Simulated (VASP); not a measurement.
# Ag2Sb (Pnnm) in VASP: a series of runs, part 2 of 2

VASP 6.6.1. The steps go on from the part before.

## 3. Relaxation of cell and atoms, PBE

INCAR reads:

```
SYSTEM = Ag2Sb
PREC = Accurate
ENCUT = 600
EDIFF = 1E-6
ISMEAR = 0
SIGMA = 0.1
LREAL = .FALSE.
LASPH = .TRUE.
NELM = 100
ALGO = Fast
ISIF = 3
LWAVE = .FALSE.
LCHARG = .FALSE.
GGA = PE
IBRION = 2
NSW = 90
EDIFFG = -0.04
```

KPOINTS reads:

```
Automatic mesh
0
G
  4 4 4
  0 0 0
```

POSCAR reads:

```
Ag2Sb
1.0
    5.0849690828      0.0000000000      0.0000000000
    0.0000000000      6.2061655237      0.0000000000
    0.0000000000      0.0000000000      3.8743057423
Ag Sb
4 2
Direct
    0.2004000000      0.3787000000      0.0000000000
    0.7996000000      0.6213000000      0.0000000000
    0.7004000000      0.1213000000      0.5000000000
    0.2996000000      0.8787000000      0.5000000000
    0.0000000000      0.0000000000      0.0000000000
    0.5000000000      0.5000000000      0.5000000000
```

Potentials or basis: VASP PAW PBE potentials, release 64 (Ag, Sb).

The run is started by

```console
> cat potpaw_PBE.64/Ag/POTCAR potpaw_PBE.64/Sb/POTCAR > POTCAR
> mpirun -np 1 vasp_std > vasp.out
```

OUTCAR:

```text
SYSTEM = Ag2Sb
   PREC = Accurate
   ENCUT = 600
   EDIFF = 1E-6
   ISMEAR = 0
   LREAL = .FALSE.
   LASPH = .TRUE.
   NELM = 100
   ISIF = 3
   GGA = PE
   IBRION = 2
   NSW = 90
   EDIFFG = -0.04

 ion  position               nearest neighbor table
   1  0.200  0.379  0.000-   2 2.53   5 2.56   6 2.58   6 2.58   2 3.40   3 3.57   3 3.57   3 3.57
                             3 3.57
   2  0.800  0.621  0.000-   1 2.53   5 2.56   6 2.58   6 2.58   1 3.40   4 3.57   4 3.57   4 3.57
                             4 3.57
   3  0.700  0.121  0.500-   4 2.53   6 2.56   5 2.58   5 2.58   4 3.40   1 3.57   1 3.57   1 3.57
                             1 3.57
   4  0.300  0.879  0.500-   3 2.53   6 2.56   5 2.58   5 2.58   3 3.40   2 3.57   2 3.57   2 3.57
                             2 3.57
   5  0.000  0.000  0.000-   1 2.56   2 2.56   3 2.58   4 2.58   3 2.58   4 2.58
   6  0.500  0.500  0.500-   3 2.56   4 2.56   1 2.58   2 2.58   1 2.58   2 2.58

  LATTYP: Found a simple orthorhombic cell.
[... 192 lines left out ...]
  ---------------------------------------------------
  ext. energy  EPLUGINS =         0.00000000
  ---------------------------------------------------
  free energy    TOTEN  =       -15.29684923 eV

  energy without entropy =      -15.28853916  energy(sigma->0) =      -15.29269419

 E-fermi :   8.3991     XC(G=0): -11.1135

 val. band max:        8.3716843804   @ k =   0.0000   0.2500   0.0000
 cond. band min:       8.4064652204   @ k =   0.2500   0.0000   0.2500
 fundamental gap:      0.0347808400
 Fermi energy:         8.3991210169
[... 1968 lines left out ...]
--------------------------------------- Ionic step        8  -------------------------------------------

 number of electron      54.0000016 magnetization

 Free energy of the ion-electron system (eV)
  ---------------------------------------------------
  ext. energy  EPLUGINS =         0.00000000
  ---------------------------------------------------
  free energy    TOTEN  =       -17.37551580 eV

  energy without entropy =      -17.36702411  energy(sigma->0) =      -17.37126996

 E-fermi :   5.1627     XC(G=0):  -9.7909

 val. band max:        5.0997446654   @ k =   0.2500   0.0000   0.2500
 cond. band min:       5.2147763725   @ k =   0.0000   0.0000   0.0000
 fundamental gap:      0.1150317070
 Fermi energy:         5.1627113936
[... 873 lines left out ...]
  FREE ENERGIE OF THE ION-ELECTRON SYSTEM (eV)
  ---------------------------------------------------
  free  energy   TOTEN  =       -17.3755158011 eV

  energy  without entropy=      -17.3670241144  energy(sigma->0) =      -17.37126996

 reached required accuracy - stopping structural energy minimisation
```

OSZICAR:

```text
N       E                     dE             d eps       ncg     rms          rms(c)
DAV:   1     0.380943155619E+03    0.38094E+03   -0.27621E+04  1728   0.174E+03
DAV:   2    -0.504864680676E+01   -0.38599E+03   -0.37730E+03  1880   0.355E+02
DAV:   3    -0.167938514619E+02   -0.11745E+02   -0.11623E+02  1984   0.647E+01
[... 91 lines left out ...]
RMM:   4    -0.173755000233E+02    0.44627E-03   -0.17122E-03  1728   0.237E-01    0.527E-02
RMM:   5    -0.173755076746E+02   -0.76513E-05   -0.24081E-04  1728   0.950E-02    0.184E-02
RMM:   6    -0.173755139097E+02   -0.62351E-05   -0.61936E-05  1748   0.439E-02    0.866E-03
RMM:   7    -0.173755154808E+02   -0.15711E-05   -0.13151E-05  1675   0.210E-02    0.394E-03
RMM:   8    -0.173755158011E+02   -0.32028E-06   -0.49620E-06  1303   0.117E-02
   8 F= -.17375516E+02 E0= -.17371270E+02  d E =-.731381E-02
```

CONTCAR:

```text
Ag2Sb
   1.00000000000000
     5.6416982565122629   -0.0000000000000000    0.0000000000000000
     0.0000000000000000    6.7635008232985623    0.0000000000000000
     0.0000000000000000    0.0000000000000000    4.1443469669796427
  Ag              Sb
     4     2
Direct
     0.2079651178777583    0.3724517879659354    1.0000000000000000
     0.7920348821222416    0.6275482120340644    0.0000000000000000
     0.7079651178777584    0.1275482120340645    0.5000000000000000
     0.2920348821222417    0.8724517879659356    0.5000000000000000
     0.0000000000000000    0.0000000000000000    0.0000000000000000
     0.5000000000000000    0.5000000000000000    0.5000000000000000

  0.00000000E+00  0.00000000E+00  0.00000000E+00
  0.00000000E+00  0.00000000E+00  0.00000000E+00
  0.00000000E+00  0.00000000E+00  0.00000000E+00
  0.00000000E+00  0.00000000E+00  0.00000000E+00
  0.00000000E+00  0.00000000E+00  0.00000000E+00
  0.00000000E+00  0.00000000E+00  0.00000000E+00
```

Run time: 18 min. Hardware: 1 thread of Oxide Virtual Turin-like, shared host; peak memory 0.29 GiB.

What came out:

```
Free energy                           : -17.3755 eV
Relaxed volume                        : 26.36 Å³/atom
Relaxed cell                          : a = 5.642 Å, b = 6.764 Å, c = 4.144 Å, α = 90.00°, β = 90.00°, γ = 90.00°
Space group after relaxing (to 0.1 Å) : Pnnm (No. 58)
Energy gained by relaxing             : 346.4 meV/atom
Ionic steps                           : 8
Pressure after relaxing               : -0.1 GPa
Largest force after relaxing          : 0.027 eV/Å
Band gap on the k mesh                : zero (bands 27 and 28 overlap by 2.98 eV)
```

Forces on the atoms (eV/Å):
```
Ag   0.024 -0.013  0.000
Ag  -0.024  0.013  0.000
Ag   0.024  0.013  0.000
Ag  -0.024 -0.013  0.000
Sb   0.000  0.000  0.000
Sb   0.000  0.000  0.000
```

Step by step:
```csv
step,energy change (eV),largest force (eV/Å),pressure (GPa),volume (Å³)
1,0.0000,0.4425,24.30,122.27
2,-1.4800,0.2619,-5.47,185.52
3,-2.0464,0.2455,0.06,156.78
4,-2.0465,0.2459,-0.17,157.53
5,-2.0610,0.1694,-0.08,157.50
6,-2.0714,0.1096,0.08,157.43
7,-2.0764,0.0631,-0.02,157.77
8,-2.0787,0.0275,-0.11,158.14
```

Final structure:
```
CELL_PARAMETERS angstrom
5.64170 0.00000 0.00000
0.00000 6.76350 0.00000
0.00000 0.00000 4.14435
ATOMIC_POSITIONS crystal
Ag 0.20797 0.37245 0.00000
Ag 0.79203 0.62755 0.00000
Ag 0.70797 0.12755 0.50000
Ag 0.29203 0.87245 0.50000
Sb 0.00000 0.00000 0.00000
Sb 0.50000 0.50000 0.50000
```

Levels at points of the mesh, in eV from the Fermi level:
```
           k point  band 24  band 25  band 26  band 27  band 28  band 29  band 30  band 31
(0.00, 0.00, 0.00)    -1.68    -0.61    -0.06     0.05     0.63     0.65     2.22     2.69
(0.50, 0.00, 0.00)    -2.55    -1.64    -1.64     1.30     1.30     3.21     3.21     4.02
(0.00, 0.50, 0.00)    -1.95    -1.10    -1.10     1.03     1.03     1.90     1.90     4.39
(0.50, 0.50, 0.00)    -3.42     0.41     0.41     1.42     1.42     2.60     2.60     4.04
(0.00, 0.00, 0.50)    -2.41    -1.12    -1.12    -0.25    -0.25     1.95     1.95     3.40
(0.50, 0.00, 0.50)    -3.14    -0.73    -0.73    -0.29    -0.29    -0.15    -0.15     2.62
(0.00, 0.50, 0.50)    -2.85    -0.54    -0.54    -0.27    -0.27     2.04     2.04     3.38
(0.50, 0.50, 0.50)    -2.32    -1.82    -1.82    -1.56    -1.56     2.28     2.28     4.39
```

Caveat: the k points lie up to 0.38 Å⁻¹ apart in the final cell, too coarse for converged energies and pressures of a metal; the volume moved by over 15 % at a fixed basis, so the end points are rough; spin-orbit coupling is left out, which moves the levels of the heavy elements.

The gap in the log of VASP goes by the Fermi energy; the results here count the filled bands.